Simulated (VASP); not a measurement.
# CdTe (I-4m2) in VASP: single point with PBE

Aim: the single point of CdTe with PBE.

Everything below comes from runs of VASP 6.6.1. Logs are shortened: lines on timing, memory, paths and dates and some standing lists are left out, and cuts for length are marked.

## 1. The cell of the first run

It takes space group I-4m2 (No. 119, tetragonal). Conventional cell: a = 4.459 Å, b = 4.459 Å, c = 6.622 Å, α = 90.00°, β = 90.00°, γ = 90.00°. Within 3.7 Å of Cd (site symmetry -4m2) lie 4 Te at 2.78 Å. Within 3.7 Å of Te (site symmetry -4m2) lie 4 Cd at 2.78 Å.

## 2. Single point, PBE

Input file INCAR:

```
ALGO = Normal
EDIFF = 1E-6
ENCUT = 520
GGA = PE
ISIF = 2
ISMEAR = 0
LASPH = True
LCHARG = False
LREAL = False
LWAVE = False
NBANDS = 16
NELM = 100
PREC = Accurate
SIGMA = 0.05
```

Input file KPOINTS:

```
k-points
0
Gamma
  8 8 8
```

Input file POSCAR:

```
CdTe
1.0
    0.0000000000      3.1532974105      3.3109622810
    3.1532974105      0.0000000000      3.3109622810
    3.1532974105      3.1532974105      0.0000000000
Cd Te
1 1
Direct
    0.0000000000      0.0000000000      0.0000000000
    0.7500000000      0.7500000000      0.7500000000
```

Potentials or basis: VASP PAW PBE potentials, release 64 (Cd, Te).

Started as:

```bash
$ cat potpaw_PBE.64/Cd/POTCAR potpaw_PBE.64/Te/POTCAR > POTCAR
$ mpirun -np 1 vasp_std > vasp.out
```

OUTCAR:

```text
EDIFF = 1E-6
   ENCUT = 520
   GGA = PE
   ISIF = 2
   ISMEAR = 0
   LASPH = True
   LREAL = False
   NELM = 100
   PREC = Accurate

 ion  position               nearest neighbor table
   1  0.000  0.000  0.000-   2 2.78   2 2.78   2 2.78   2 2.78
   2  0.750  0.750  0.750-   1 2.78   1 2.78   1 2.78   1 2.78

  LATTYP: Found a body centered tetragonal cell.
 ALAT       =     4.4594359641
 C/A-ratio  =     1.4849242405

  Lattice vectors:

 A1 = (  -3.1532974105,   0.0000000000,   3.3109622810)
 A2 = (   3.1532974105,   0.0000000000,   3.3109622810)
 A3 = (   0.0000000000,   3.1532974105,  -3.3109622810)

Analysis of symmetry for initial positions (statically):
=====================================================================
 Subroutine PRICEL returns:
 Original cell was already a primitive cell.

 Routine SETGRP: Setting up the symmetry group for a
 body centered tetragonal supercell.

 Subroutine GETGRP returns: Found  8 space group operations
 (whereof  8 operations were pure point group operations)
 out of a pool of 16 trial point group operations.

The static configuration has the point symmetry D_2d.

Analysis of symmetry for dynamics (positions and initial velocities):
=====================================================================
 Subroutine PRICEL returns:
 Original cell was already a primitive cell.

 Routine SETGRP: Setting up the symmetry group for a
 body centered tetragonal supercell.

 Subroutine GETGRP returns: Found  8 space group operations
 (whereof  8 operations were pure point group operations)
 out of a pool of 16 trial point group operations.

The dynamic configuration has the point symmetry D_2d.

 Subroutine INISYM returns: Found  8 space group operations
 (whereof  8 operations are pure point group operations),
 and found     1 'primitive' translations

----------------------------------------------------------------------------------------

                                     Primitive cell

  volume of cell :      65.8437

  direct lattice vectors                    reciprocal lattice vectors
     0.000000000  3.153297411  3.310962281    -0.158564174  0.158564174  0.151013499
     3.153297411  0.000000000  3.310962281     0.158564174 -0.158564174  0.151013499
     3.153297411  3.153297411  0.000000000     0.158564174  0.158564174 -0.151013499

  length of vectors
     4.572281245  4.572281245  4.459435964     0.270352125  0.270352125  0.270352125

  position of ions in fractional coordinates (direct lattice)
     0.000000000  0.000000000  0.000000000
     0.750000000  0.750000000  0.750000000

  ion indices of the primitive-cell ions
   primitive index   ion index
                 1           1
                 2           2

----------------------------------------------------------------------------------------

 KPOINTS: k-points

Automatic generation of k-mesh.
 Grid dimensions read from file:
 generate k-points for:    8    8    8

 Generating k-lattice:

  Cartesian coordinates                     Fractional coordinates (reciprocal lattice)
    -0.019820522  0.019820522  0.018876687     0.125000000  0.000000000  0.000000000
     0.019820522 -0.019820522  0.018876687     0.000000000  0.125000000  0.000000000
     0.019820522  0.019820522 -0.018876687    -0.000000000 -0.000000000  0.125000000

  Length of vectors
     0.033794016  0.033794016  0.033794016

  Shift w.r.t. Gamma in fractional coordinates (k-lattice)
     0.000000000  0.000000000  0.000000000

 Subroutine IBZKPT returns following result:
 ===========================================

 Found     59 irreducible k-points:

 Following reciprocal coordinates:
            Coordinates               Weight
  0.000000  0.000000  0.000000      1.000000
  0.125000  0.000000  0.000000      8.000000
  0.250000  0.000000  0.000000      8.000000
  0.375000  0.000000  0.000000      8.000000
  0.500000  0.000000  0.000000      4.000000
  0.125000  0.125000  0.000000      2.000000
[... 16 lines left out ...]
  0.250000  0.000000  0.125000     16.000000
  0.375000 -0.000000  0.125000     16.000000
 [... further k-points ...]
   k-points           NKPTS =     59   k-points in BZ     NKDIM =     59   number of bands    NBANDS=     16
   number of dos      NEDOS =    301   number of ions     NIONS =      2
   total plane-waves  NPLWV =  46656
   dimension x,y,z NGX =    36 NGY =   36 NGZ =   36
   dimension x,y,z NGXF=    72 NGYF=   72 NGZF=   72
   ions per type =               1   1
   NGX,Y,Z   is equivalent  to a cutoff of  13.09, 13.09, 13.42 a.u.
   NGXF,Y,Z  is equivalent  to a cutoff of  26.18, 26.18, 26.84 a.u.
 SYSTEM =  unknown system
   PREC   = accura    normal or accurate (medium, high low for compatibility)
   ISTART =      0    job   : 0-new  1-cont  2-samecut
   ICHARG =      2    charge: 1-file 2-atom 10-const
   ISPIN  =      1    spin polarized calculation?
   LNONCOLLINEAR =      F non collinear calculations
   LSORBIT =      F    spin-orbit coupling
   LASPH  =      T    aspherical Exc in radial PAW
   ENCUT  =  520.0 eV  38.22 Ry    6.18 a.u.   8.50  8.50  8.29*2*pi/ulx,y,z
   NELM   =    100;   NELMIN=  2; NELMDL= -5     # of ELM steps
   EDIFF  = 0.1E-05   stopping-criterion for ELM
   LREAL  =      F    real-space projection
   EDIFFG = 0.1E-04   stopping-criterion for IOM
   NSW    =      0    number of steps for IOM
   IBRION =     -1    ionic relax: 0-MD 1-quasi-New 2-CG
   NFREE  =      0    steps in history (QN), initial steepest desc. (CG)
   ISIF   =      2    stress and relaxation
   ISYM   =      2    0-nonsym 1-usesym 2-fastsym
   POTIM  = 0.5000    time-step for ionic-motion
   TEBEG  =    0.0;   TEEND  =   0.0 temperature during run
   PSTRESS=    0.0 pullay stress
   NELECT =      18.0000    total number of electrons
   NUPDOWN=      -1.0000    fix difference up-down
   EMIN   =  10.00;   EMAX   =-10.00  energy-range for DOS
   EFERMI =   0.00;   METHOD = LEGACY
   ISMEAR =     0;   SIGMA  =   0.05  broadening in eV -4-tet -1-fermi 0-gaus
   EFERMI_NEDOS =   21; number of points for ismear=-14 and -15
   IALGO  =     38    algorithm
   IMIX   =      4    mixing-type and parameters
     AMIX     =   0.40;   BMIX     =  1.00
     AMIX_MAG =   1.60;   BMIX_MAG =  1.00
  volume/ion in A,a.u.               =      32.92       222.17
  Fermi-wavevector in a.u.,A,eV,Ry     =   1.062497  2.007828 15.359610  1.128899
  Thomas-Fermi vector in A             =   2.197950
   LORBIT       =      0    0 simple, 1 ext, 2 COOP (PROOUT), +10 PAW based schemes
   GGA     = PE    functional components
   LHFCALC =     F    Hartree Fock is set to
   AEXX    =    0.0000 exact exchange contribution
   IVDW    =     0    specifies the selected vdW correction
   LEPSILON=     F    determine dielectric tensor
   LRPA    =     F    only Hartree local field effects (RPA)
 non-spin polarized calculation
 Gauss-broadening in eV      SIGMA  =   0.05
  energy-cutoff  :      520.00
  volume of cell :       65.84
 maximum number of plane-waves:      1796
 NGX is ok and might be reduce to    36
   NGX = 17   NGY = 17   NGZ = 17

 number of electron      17.9999996 magnetization

 Free energy of the ion-electron system (eV)
  ---------------------------------------------------
  ext. energy  EPLUGINS =         0.00000000
  ---------------------------------------------------
  free energy    TOTEN  =        -4.72209700 eV

  energy without entropy =       -4.72209700  energy(sigma->0) =       -4.72209700

 E-fermi :   2.9390     XC(G=0):  -8.7346

 val. band max:        2.7113223964   @ k =   0.0000   0.0000   0.0000
 cond. band min:       3.5163835660   @ k =   0.0000   0.0000   0.0000
 fundamental gap:      0.8050611696
 Fermi energy:         2.9389693887

 k-point     1 :       0.0000    0.0000    0.0000
  band No.  band energies     occupation
      1      -8.7107      2.00000
      2      -5.7596      2.00000
      3      -5.7463      2.00000
      4      -5.7463      2.00000
      5      -5.4713      2.00000
      6      -5.4620      2.00000
[... 8 lines left out ...]
     15      11.6685      0.00000
     16      12.2608      0.00000

 k-point     2 :       0.1250    0.0000    0.0000
  band No.  band energies     occupation
      1      -8.6476      2.00000
      2      -5.7442      2.00000
      3      -5.7341      2.00000
      4      -5.7034      2.00000
      5      -5.4710      2.00000
      6      -5.4640      2.00000
[... 8 lines left out ...]
     15      11.1235      0.00000
     16      11.5664      0.00000

 k-point     3 :       0.2500    0.0000    0.0000
  band No.  band energies     occupation
      1      -8.4943      2.00000
      2      -5.7174      2.00000
      3      -5.7065      2.00000
      4      -5.5471      2.00000
      5      -5.4663      2.00000
      6      -5.4644      2.00000
[... 8 lines left out ...]
     15      11.2181      0.00000
     16      11.2264      0.00000

 k-point     4 :       0.3750    0.0000    0.0000
  band No.  band energies     occupation
      1      -8.3424      2.00000
      2      -5.6962      2.00000
      3      -5.6829      2.00000
      4      -5.4640      2.00000
      5      -5.4609      2.00000
      6      -5.2663      2.00000
[... 8 lines left out ...]
     15      11.9025      0.00000
     16      12.0651      0.00000
[... 324 lines left out ...]
 k-point    22 :       0.1250    0.0000    0.1250
  band No.  band energies     occupation
      1      -8.6246      2.00000
      2      -5.7367      2.00000
      3      -5.7218      2.00000
      4      -5.7008      2.00000
      5      -5.4703      2.00000
      6      -5.4630      2.00000
[... 8 lines left out ...]
     15      11.3728      0.00000
     16      11.9492      0.00000

 k-point    23 :       0.2500    0.0000    0.1250
  band No.  band energies     occupation
      1      -8.5005      2.00000
      2      -5.7123      2.00000
      3      -5.6962      2.00000
      4      -5.5957      2.00000
      5      -5.4659      2.00000
      6      -5.4541      2.00000
[... 8 lines left out ...]
     15      11.7401      0.00000
     16      12.2234      0.00000

 k-point    24 :       0.3750   -0.0000    0.1250
  band No.  band energies     occupation
      1      -8.3492      2.00000
      2      -5.6895      2.00000
      3      -5.6716      2.00000
      4      -5.4996      2.00000
      5      -5.4550      2.00000
      6      -5.3045      2.00000
[... 8 lines left out ...]
     15      11.9220      0.00000
     16      12.6009      0.00000

 [... further k-points ...]

------------------------ aborting loop because EDIFF is reached ----------------------------------------

  FORCE on cell =-STRESS in cart. coord.  units (eV):
  Direction    XX          YY          ZZ          XY          YZ          ZX
  --------------------------------------------------------------------------------------
  -------------------------------------------------------------------------------------
  Total        1.8830060      1.8830060      1.5849012      0.0000000      0.0000000      0.0000000
  in kB       45.8192735     45.8192735     38.5654749      0.0000000      0.0000000      0.0000000
  external PRESSURE =      43.4013407 kB  Pullay stress =       0.0000000 kB

 VOLUME and BASIS-vectors are now :
 -----------------------------------------------------------------------------
  energy-cutoff  :      520.00
  volume of cell :       65.84
      direct lattice vectors                 reciprocal lattice vectors
     0.000000000  3.153297411  3.310962281    -0.158564174  0.158564174  0.151013499
     3.153297411  0.000000000  3.310962281     0.158564174 -0.158564174  0.151013499
     3.153297411  3.153297411  0.000000000     0.158564174  0.158564174 -0.151013499

 POSITION                                       TOTAL-FORCE (eV/Angst)
 -----------------------------------------------------------------------------------
      0.00000      0.00000      0.00000         0.000000      0.000000      0.000000
      4.72995      4.72995      4.96644        -0.000000     -0.000000     -0.000000
 -----------------------------------------------------------------------------------
    total drift:                                0.000000      0.000000      0.000001

  FREE ENERGIE OF THE ION-ELECTRON SYSTEM (eV)
  ---------------------------------------------------
  free  energy   TOTEN  =        -4.7220969998 eV

  energy  without entropy=       -4.7220969998  energy(sigma->0) =       -4.72209700
```

Run time: 28 s. Hardware: 1 thread of AMD EPYC 9R45 (Zen 5), shared host; peak memory 0.21 GiB.

Results:

- Free energy: -4.7221 eV
- Pressure: 4.3 GPa
- Band gap on the k mesh: 0.81 eV, direct

Stress tensor (GPa, compression positive):
```
4.58 0.00 0.00
0.00 4.58 0.00
0.00 0.00 3.86
```

Caveat: spin-orbit coupling is left out, which moves the levels of the heavy elements.
